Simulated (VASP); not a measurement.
# SiGe (P6_3mc) in VASP: notebook

SiGe is run at these levels: PBEsol; tasks: single point.

Everything below comes from runs of VASP 6.6.1. Logs are shortened: lines on timing, memory, paths and dates and some standing lists are left out, and cuts for length are marked.

**1. The cell of the first run**

The structure is hexagonal, space group P6_3mc (No. 186). Conventional cell: a = 3.621 Å, b = 3.621 Å, c = 7.176 Å, α = 90.00°, β = 90.00°, γ = 120.00°. Si (site symmetry 3m) has 4 Ge at 2.28 to 2.68 Å within 3.0 Å. Ge (site symmetry 3m) has 4 Si at 2.28 to 2.68 Å within 3.0 Å.

**2. Single point, PBEsol (20.37 Å³/atom)**

INCAR reads:

```
SYSTEM = SiGe
ALGO = Normal
EDIFF = 1E-6
ENCUT = 520
GGA = PS
ISIF = 2
ISMEAR = 0
LASPH = .TRUE.
LCHARG = .FALSE.
LREAL = .FALSE.
LWAVE = .FALSE.
NBANDS = 26
NELM = 100
PREC = Accurate
SIGMA = 0.03
```

KPOINTS reads:

```
k-points
0
G
  12 12 6
  0 0 0
```

POSCAR reads:

```
SiGe
1.0
    3.6212893101      0.0000000000      0.0000000000
   -1.8106446551      3.1361285370      0.0000000000
    0.0000000000      0.0000000000      7.1759468969
Si Ge
2 2
Direct
    0.6666666667      0.3333333333      0.8745463082
    0.3333333333      0.6666666667      0.3745463082
    0.6666666667      0.3333333333      0.5004526918
    0.3333333333      0.6666666667      0.0004526918
```

Potentials or basis: VASP PAW PBE potentials, release 64 (Si, Ge_d).

Started as:

```console
> cat potpaw_PBE.64/Si/POTCAR potpaw_PBE.64/Ge_d/POTCAR > POTCAR
> mpirun -np 1 vasp_std > vasp.out
```

OUTCAR:

```text
SYSTEM = SiGe
   EDIFF = 1E-6
   ENCUT = 520
   GGA = PS
   ISIF = 2
   ISMEAR = 0
   LASPH = .TRUE.
   LREAL = .FALSE.
   NELM = 100
   PREC = Accurate

 ion  position               nearest neighbor table
   1  0.667  0.333  0.875-   4 2.28   4 2.28   4 2.28   3 2.68
   2  0.333  0.667  0.375-   3 2.28   3 2.28   3 2.28   4 2.68
   3  0.667  0.333  0.500-   2 2.28   2 2.28   2 2.28   1 2.68
   4  0.333  0.667  0.000-   1 2.28   1 2.28   1 2.28   2 2.68

  LATTYP: Found a hexagonal cell.
 ALAT       =     3.6212893101
 C/A-ratio  =     1.9816000000

  Lattice vectors:

 A1 = (   3.6212893101,   0.0000000000,   0.0000000000)
 A2 = (  -1.8106446551,   3.1361285370,   0.0000000000)
 A3 = (   0.0000000000,   0.0000000000,   7.1759468969)

Analysis of symmetry for initial positions (statically):
=====================================================================
 Subroutine PRICEL returns:
 Original cell was already a primitive cell.

 Routine SETGRP: Setting up the symmetry group for a
 hexagonal supercell.

 Subroutine GETGRP returns: Found 12 space group operations
 (whereof  6 operations were pure point group operations)
 out of a pool of 24 trial point group operations.

The static configuration has the point symmetry C_3v.
 The point group associated with its full space group is C_6v.

Analysis of symmetry for dynamics (positions and initial velocities):
=====================================================================
 Subroutine PRICEL returns:
 Original cell was already a primitive cell.

 Routine SETGRP: Setting up the symmetry group for a
 hexagonal supercell.

 Subroutine GETGRP returns: Found 12 space group operations
 (whereof  6 operations were pure point group operations)
 out of a pool of 24 trial point group operations.

The dynamic configuration has the point symmetry C_3v.
 The point group associated with its full space group is C_6v.

 Subroutine INISYM returns: Found 12 space group operations
 (whereof  6 operations are pure point group operations),
 and found     1 'primitive' translations

----------------------------------------------------------------------------------------

                                     Primitive cell

  volume of cell :      81.4960

  direct lattice vectors                    reciprocal lattice vectors
     3.621289310  0.000000000  0.000000000     0.276144741  0.159432241  0.000000000
    -1.810644655  3.136128537  0.000000000     0.000000000  0.318864482  0.000000000
     0.000000000  0.000000000  7.175946897     0.000000000  0.000000000  0.139354431

  length of vectors
     3.621289310  3.621289310  7.175946897     0.318864482  0.318864482  0.139354431

  position of ions in fractional coordinates (direct lattice)
     0.666666667  0.333333333  0.874546308
     0.333333333  0.666666667  0.374546308
     0.666666667  0.333333333  0.500452692
     0.333333333  0.666666667  0.000452692

  ion indices of the primitive-cell ions
   primitive index   ion index
                 1           1
                 2           2
                 3           3
                 4           4

----------------------------------------------------------------------------------------

 KPOINTS: k-points

Automatic generation of k-mesh.
 Grid dimensions read from file:
 generate k-points for:   12   12    6

 Generating k-lattice:

  Cartesian coordinates                     Fractional coordinates (reciprocal lattice)
     0.023012062  0.013286020  0.000000000     0.083333333 -0.000000000  0.000000000
     0.000000000  0.026572040  0.000000000     0.000000000  0.083333333  0.000000000
     0.000000000  0.000000000  0.023225739     0.000000000  0.000000000  0.166666667

  Length of vectors
     0.026572040  0.026572040  0.023225739

  Shift w.r.t. Gamma in fractional coordinates (k-lattice)
     0.000000000  0.000000000  0.000000000

 Subroutine IBZKPT returns following result:
 ===========================================

 Found     76 irreducible k-points:

 Following reciprocal coordinates:
            Coordinates               Weight
  0.000000  0.000000  0.000000      1.000000
  0.083333  0.000000  0.000000      6.000000
  0.166667  0.000000  0.000000      6.000000
  0.250000  0.000000  0.000000      6.000000
  0.333333  0.000000  0.000000      6.000000
  0.416667  0.000000  0.000000      6.000000
[... 16 lines left out ...]
  0.250000  0.000000  0.166667     12.000000
  0.333333  0.000000  0.166667     12.000000
 [... further k-points ...]
   k-points           NKPTS =     76   k-points in BZ     NKDIM =     76   number of bands    NBANDS=     26
   number of dos      NEDOS =    301   number of ions     NIONS =      4
   total plane-waves  NPLWV =  42336
   dimension x,y,z NGX =    28 NGY =   28 NGZ =   54
   dimension x,y,z NGXF=    56 NGYF=   56 NGZF=  108
   ions per type =               2   2
   NGX,Y,Z   is equivalent  to a cutoff of  12.85, 12.85, 12.51 a.u.
   NGXF,Y,Z  is equivalent  to a cutoff of  25.71, 25.71, 25.02 a.u.
 SYSTEM =  SiGe
   PREC   = accura    normal or accurate (medium, high low for compatibility)
   ISTART =      0    job   : 0-new  1-cont  2-samecut
   ICHARG =      2    charge: 1-file 2-atom 10-const
   ISPIN  =      1    spin polarized calculation?
   LNONCOLLINEAR =      F non collinear calculations
   LSORBIT =      F    spin-orbit coupling
   LASPH  =      T    aspherical Exc in radial PAW
   ENCUT  =  520.0 eV  38.22 Ry    6.18 a.u.   6.73  6.73 13.34*2*pi/ulx,y,z
   NELM   =    100;   NELMIN=  2; NELMDL= -5     # of ELM steps
   EDIFF  = 0.1E-05   stopping-criterion for ELM
   LREAL  =      F    real-space projection
   EDIFFG = 0.1E-04   stopping-criterion for IOM
   NSW    =      0    number of steps for IOM
   IBRION =     -1    ionic relax: 0-MD 1-quasi-New 2-CG
   NFREE  =      0    steps in history (QN), initial steepest desc. (CG)
   ISIF   =      2    stress and relaxation
   ISYM   =      2    0-nonsym 1-usesym 2-fastsym
   POTIM  = 0.5000    time-step for ionic-motion
   TEBEG  =    0.0;   TEEND  =   0.0 temperature during run
   PSTRESS=    0.0 pullay stress
   NELECT =      36.0000    total number of electrons
   NUPDOWN=      -1.0000    fix difference up-down
   EMIN   =  10.00;   EMAX   =-10.00  energy-range for DOS
   EFERMI =   0.00;   METHOD = LEGACY
   ISMEAR =     0;   SIGMA  =   0.03  broadening in eV -4-tet -1-fermi 0-gaus
   EFERMI_NEDOS =   21; number of points for ismear=-14 and -15
   IALGO  =     38    algorithm
   IMIX   =      4    mixing-type and parameters
     AMIX     =   0.40;   BMIX     =  1.00
     AMIX_MAG =   1.60;   BMIX_MAG =  1.00
  volume/ion in A,a.u.               =      20.37       137.49
  Fermi-wavevector in a.u.,A,eV,Ry     =   1.246800  2.356111 21.150406  1.554511
  Thomas-Fermi vector in A             =   2.380961
   LORBIT       =      0    0 simple, 1 ext, 2 COOP (PROOUT), +10 PAW based schemes
   GGA     = PS    functional components
   LHFCALC =     F    Hartree Fock is set to
   AEXX    =    0.0000 exact exchange contribution
   IVDW    =     0    specifies the selected vdW correction
   LEPSILON=     F    determine dielectric tensor
   LRPA    =     F    only Hartree local field effects (RPA)
 non-spin polarized calculation
 Gauss-broadening in eV      SIGMA  =   0.03
  energy-cutoff  :      520.00
  volume of cell :       81.50
 maximum number of plane-waves:      2212
 NGX is ok and might be reduce to    28
   NGX = 13   NGY = 13   NGZ = 27

 number of electron      35.9999997 magnetization

 Free energy of the ion-electron system (eV)
  ---------------------------------------------------
  ext. energy  EPLUGINS =         0.00000000
  ---------------------------------------------------
  free energy    TOTEN  =       -20.15492413 eV

  energy without entropy =      -20.15466715  energy(sigma->0) =      -20.15479564

 E-fermi :   5.7430     XC(G=0): -10.0636

 val. band max:        5.7198220044   @ k =   0.1667   0.0833   0.0000
 cond. band min:       5.7960270091   @ k =   0.5000   0.0000   0.3333
 fundamental gap:      0.0762050047
 Fermi energy:         5.7429773209

 k-point     1 :       0.0000    0.0000    0.0000
  band No.  band energies     occupation
      1     -18.6254      2.00000
      2     -18.6252      2.00000
      3     -18.6252      2.00000
      4     -18.6233      2.00000
      5     -18.6233      2.00000
      6     -18.6232      2.00000
[... 18 lines left out ...]
     25      10.4075      0.00000
     26      13.3987      0.00000

 k-point     2 :       0.0833    0.0000    0.0000
  band No.  band energies     occupation
      1     -18.6262      2.00000
      2     -18.6252      2.00000
      3     -18.6248      2.00000
      4     -18.6241      2.00000
      5     -18.6227      2.00000
      6     -18.6212      2.00000
[... 18 lines left out ...]
     25      10.8293      0.00000
     26      12.5402      0.00000

 k-point     3 :       0.1667    0.0000    0.0000
  band No.  band energies     occupation
      1     -18.6279      2.00000
      2     -18.6275      2.00000
      3     -18.6237      2.00000
      4     -18.6216      2.00000
      5     -18.6214      2.00000
      6     -18.6185      2.00000
[... 18 lines left out ...]
     25      11.7673      0.00000
     26      12.3528      0.00000

 k-point     4 :       0.2500    0.0000    0.0000
  band No.  band energies     occupation
      1     -18.6304      2.00000
      2     -18.6301      2.00000
      3     -18.6226      2.00000
      4     -18.6199      2.00000
      5     -18.6184      2.00000
      6     -18.6154      2.00000
[... 18 lines left out ...]
     25      12.6344      0.00000
     26      12.9977      0.00000

 k-point     5 :       0.3333    0.0000    0.0000
  band No.  band energies     occupation
      1     -18.6330      2.00000
      2     -18.6327      2.00000
      3     -18.6218      2.00000
      4     -18.6186      2.00000
      5     -18.6155      2.00000
      6     -18.6128      2.00000
[... 18 lines left out ...]
     25      12.0728      0.00000
     26      14.1253      0.00000

 k-point     6 :       0.4167    0.0000    0.0000
  band No.  band energies     occupation
      1     -18.6348      2.00000
      2     -18.6345      2.00000
      3     -18.6213      2.00000
      4     -18.6179      2.00000
      5     -18.6136      2.00000
      6     -18.6113      2.00000
[... 427 lines left out ...]
 k-point    21 :       0.0833    0.0000    0.1667
  band No.  band energies     occupation
      1     -18.6261      2.00000
      2     -18.6252      2.00000
      3     -18.6246      2.00000
      4     -18.6238      2.00000
      5     -18.6229      2.00000
      6     -18.6214      2.00000
[... 18 lines left out ...]
     25      10.7242      0.00000
     26      12.7375      0.00000

 k-point    22 :       0.1667    0.0000    0.1667
  band No.  band energies     occupation
      1     -18.6280      2.00000
      2     -18.6275      2.00000
      3     -18.6236      2.00000
      4     -18.6216      2.00000
      5     -18.6213      2.00000
      6     -18.6186      2.00000
[... 18 lines left out ...]
     25      11.7297      0.00000
     26      12.2458      0.00000

 k-point    23 :       0.2500    0.0000    0.1667
  band No.  band energies     occupation
      1     -18.6305      2.00000
      2     -18.6302      2.00000
      3     -18.6224      2.00000
      4     -18.6200      2.00000
      5     -18.6181      2.00000
      6     -18.6156      2.00000
[... 18 lines left out ...]
     25      12.8127      0.00000
     26      13.1522      0.00000

 k-point    24 :       0.3333    0.0000    0.1667
  band No.  band energies     occupation
      1     -18.6330      2.00000
      2     -18.6327      2.00000
      3     -18.6216      2.00000
      4     -18.6189      2.00000
      5     -18.6153      2.00000
      6     -18.6130      2.00000
[... 18 lines left out ...]
     25      12.8352      0.00000
     26      13.7453      0.00000

 [... further k-points ...]

------------------------ aborting loop because EDIFF is reached ----------------------------------------

  FORCE on cell =-STRESS in cart. coord.  units (eV):
  Direction    XX          YY          ZZ          XY          YZ          ZX
  --------------------------------------------------------------------------------------
  -------------------------------------------------------------------------------------
  Total        8.9123444      8.9123444     -6.1749232     -0.0000000     -0.0000000      0.0000000
  in kB      175.2129701    175.2129701   -121.3964125     -0.0000000     -0.0000000      0.0000000
  external PRESSURE =      76.3431759 kB  Pullay stress =       0.0000000 kB

 VOLUME and BASIS-vectors are now :
 -----------------------------------------------------------------------------
  energy-cutoff  :      520.00
  volume of cell :       81.50
      direct lattice vectors                 reciprocal lattice vectors
     3.621289310  0.000000000  0.000000000     0.276144741  0.159432241  0.000000000
    -1.810644655  3.136128537  0.000000000     0.000000000  0.318864482  0.000000000
     0.000000000  0.000000000  7.175946897     0.000000000  0.000000000  0.139354431

 POSITION                                       TOTAL-FORCE (eV/Angst)
 -----------------------------------------------------------------------------------
      1.81064      1.04538      6.27570         0.000000     -0.000000     -1.282902
     -0.00000      2.09075      2.68772         0.000000     -0.000000     -1.282902
      1.81064      1.04538      3.59122         0.000000     -0.000000      1.282902
     -0.00000      2.09075      0.00325        -0.000000      0.000000      1.282902
 -----------------------------------------------------------------------------------
    total drift:                               -0.000000     -0.000000      0.001887

  FREE ENERGIE OF THE ION-ELECTRON SYSTEM (eV)
  ---------------------------------------------------
  free  energy   TOTEN  =       -20.1549241348 eV

  energy  without entropy=      -20.1546671536  energy(sigma->0) =      -20.15479564
```

It took 2.5 min on 1 thread of Intel Xeon Platinum 8259CL at 2.50GHz (Skylake/Cascade Lake), shared host; peak memory 0.27 GiB.

What came out:

```yaml
Free_energy: -20.1549 eV
Pressure: 7.6 GPa
Largest_force: 1.283 eV/Å
Band_gap_on_the_k_mesh: zero (bands 18 and 19 overlap by 0.71 eV)
```

Forces in eV/Å, atoms in the order of the input:
```
Si   0.000  0.000 -1.283
Si   0.000  0.000 -1.283
Ge   0.000  0.000  1.283
Ge   0.000  0.000  1.283
```

Levels at points of the mesh, in eV from the Fermi level:
```
           k point  band 16  band 17  band 18  band 19  band 20  band 21
(0.00, 0.00, 0.00)    -0.39    -0.39     0.45     0.45     2.80     3.34
(0.50, 0.00, 0.00)    -2.67    -2.42    -1.52     1.32     1.53     2.66
(0.00, 0.00, 0.50)    -0.02    -0.02    -0.02     3.17     3.17     3.97
(0.50, 0.00, 0.50)    -2.84    -2.03    -2.03     0.33     0.33     1.99
```

Caveat: the stress differs along the axes, from -12 to 18 GPa; semilocal functionals underestimate gaps, and a narrow one can read as zero; the PAW data sets were made with another functional, which shifts forces and pressure a little.

**3. Single point, PBEsol (20.37 Å³/atom)**

INCAR reads:

```
SYSTEM = SiGe
ALGO     = Normal         ! electronic algorithm
EDIFF    = 1E-6           ! SCF threshold, eV
ENCUT    = 520            ! plane-wave cutoff, eV
GGA      = PS             ! functional
ISIF     = 2              ! what is computed and relaxed
ISMEAR   = 0              ! smearing method
LASPH    = .TRUE.         ! aspherical terms in the spheres
LCHARG   = .FALSE.        ! write CHGCAR
LREAL    = .FALSE.        ! projectors in reciprocal space
LWAVE    = .FALSE.        ! write WAVECAR
NBANDS   = 26             ! bands
NELM     = 100            ! most SCF steps
PREC     = Accurate       ! precision mode
SIGMA    = 0.03           ! smearing width, eV
```

KPOINTS is that of step 2.

POSCAR reads:

```
SiGe
1.0
    4.0884363452      0.0000000000      0.0000000000
   -2.0442181726      3.5406897367      0.0000000000
    0.0000000000      0.0000000000      5.6297768473
Si Ge
2 2
Direct
    0.6666666667      0.3333333333      0.8745463082
    0.3333333333      0.6666666667      0.3745463082
    0.6666666667      0.3333333333      0.5004526918
    0.3333333333      0.6666666667      0.0004526918
```

Potentials or basis: VASP PAW PBE potentials, release 64 (Si, Ge_d).

Started as:

```console
> cat potpaw_PBE.64/Si/POTCAR potpaw_PBE.64/Ge_d/POTCAR > POTCAR
> mpirun -np 1 vasp_std > vasp.out
```

Run time: 2.5 min. Hardware: 1 thread of Intel Xeon Platinum 8259CL at 2.50GHz (Skylake/Cascade Lake), shared host; peak memory 0.27 GiB.

Results (log left out):

- Free energy: -19.7128 eV
- Pressure: 9.4 GPa
- Largest force: 3.653 eV/Å
- Band gap on the k mesh: zero (bands 18 and 19 overlap by 0.84 eV)

Forces in eV/Å, atoms in the order of the input:
```
Si   0.000  0.000  3.653
Si   0.000  0.000  3.653
Ge   0.000  0.000 -3.653
Ge   0.000  0.000 -3.653
```

Stress tensor (GPa, compression positive):
```
-7.85  0.00  0.00
 0.00 -7.85  0.00
 0.00  0.00 43.81
```

Levels at points of the mesh, in eV from the Fermi level:
| k point | band 14 | band 15 | band 16 | band 17 | band 18 | band 19 | band 20 | band 21 | band 22 | band 23 |
| --- | --- | --- | --- | --- | --- | --- | --- | --- | --- | --- |
| (0.00, 0.00, 0.00) | -2.31 | -2.31 | -0.97 | -0.16 | 0.58 | 0.58 | 1.32 | 1.32 | 2.02 | 4.94 |
| (0.50, 0.00, 0.00) | -5.23 | -4.90 | -3.66 | -3.14 | -0.69 | -0.21 | 2.80 | 2.88 | 3.77 | 7.59 |
| (0.00, 0.00, 0.50) | -3.72 | -1.34 | -1.34 | -1.34 | -1.34 | 0.64 | 0.64 | 2.91 | 2.91 | 2.91 |
| (0.50, 0.00, 0.50) | -7.37 | -2.62 | -2.62 | -1.66 | -1.66 | 0.93 | 0.93 | 3.20 | 3.20 | 6.48 |

Caveat: the stress differs along the axes, from -8 to 44 GPa; the PAW data sets were made with another functional, which shifts forces and pressure a little.

**4. Single point, PBEsol (20.37 Å³/atom)**

INCAR reads:

```
SYSTEM = SiGe
PREC     = Accurate       ! precision mode
ENCUT    = 520            ! plane-wave cutoff, eV
EDIFF    = 1E-6           ! SCF threshold, eV
ISMEAR   = 0              ! smearing method
SIGMA    = 0.03           ! smearing width, eV
LREAL    = .FALSE.        ! projectors in reciprocal space
LASPH    = .TRUE.         ! aspherical terms in the spheres
NELM     = 80             ! most SCF steps
ALGO     = Normal         ! electronic algorithm
ISIF     = 2              ! what is computed and relaxed
LWAVE    = .FALSE.        ! write WAVECAR
LCHARG   = .FALSE.        ! write CHGCAR
GGA      = PS             ! functional
NBANDS   = 26             ! bands
```

KPOINTS reads:

```
Automatic mesh
0
G
  12 12 6
  0 0 0
```

POSCAR reads:

```
SiGe
1.0
    3.9662696951      0.0000000000      0.0000000000
   -1.9831348475      3.4348903142      0.0000000000
    0.0000000000      0.0000000000      5.9819279541
Si Ge
2 2
Direct
    0.6666666667      0.3333333333      0.8745463082
    0.3333333333      0.6666666667      0.3745463082
    0.6666666667      0.3333333333      0.5004526918
    0.3333333333      0.6666666667      0.0004526918
```

Started as:

```console
> cat potpaw_PBE.64/Si/POTCAR potpaw_PBE.64/Ge_d/POTCAR > POTCAR
> mpirun -np 1 vasp_std > vasp.out
```

Wall time 2.4 min (1 thread of Intel Xeon Platinum 8259CL at 2.50GHz (Skylake/Cascade Lake), shared host); peak memory 0.28 GiB.

The run converged. Its results:

```yaml
Free_energy: -20.8701 eV
Pressure: 5.0 GPa
Largest_force: 1.388 eV/Å
Band_gap_on_the_k_mesh: zero (bands 18 and 19 overlap by 0.30 eV)
```

Forces on the atoms (eV/Å):
```
Si   0.000  0.000  1.388
Si   0.000  0.000  1.388
Ge   0.000  0.000 -1.388
Ge   0.000  0.000 -1.388
```

Stress tensor (GPa, compression positive):
```
-2.91  0.00  0.00
 0.00 -2.91  0.00
 0.00  0.00 20.80
```

Levels at points of the mesh, in eV from the Fermi level:
| k point | band 16 | band 17 | band 18 | band 19 | band 20 | band 21 |
| --- | --- | --- | --- | --- | --- | --- |
| (0.00, 0.00, 0.00) | -0.34 | -0.21 | 0.16 | 0.16 | 1.58 | 1.58 |
| (0.50, 0.00, 0.00) | -3.57 | -3.25 | -1.28 | -0.04 | 2.33 | 2.99 |
| (0.00, 0.00, 0.50) | -1.26 | -1.26 | -1.26 | 0.78 | 0.78 | 2.91 |
| (0.50, 0.00, 0.50) | -2.71 | -2.29 | -2.29 | 0.72 | 0.72 | 2.25 |

Caveat: the stress differs along the axes, from -3 to 21 GPa; semilocal functionals underestimate gaps, and a narrow one can read as zero; the PAW data sets were made with another functional, which shifts forces and pressure a little.

(Part 1 of 2 ends here.)

The gap in the log of VASP goes by the Fermi energy; the results here count the filled bands.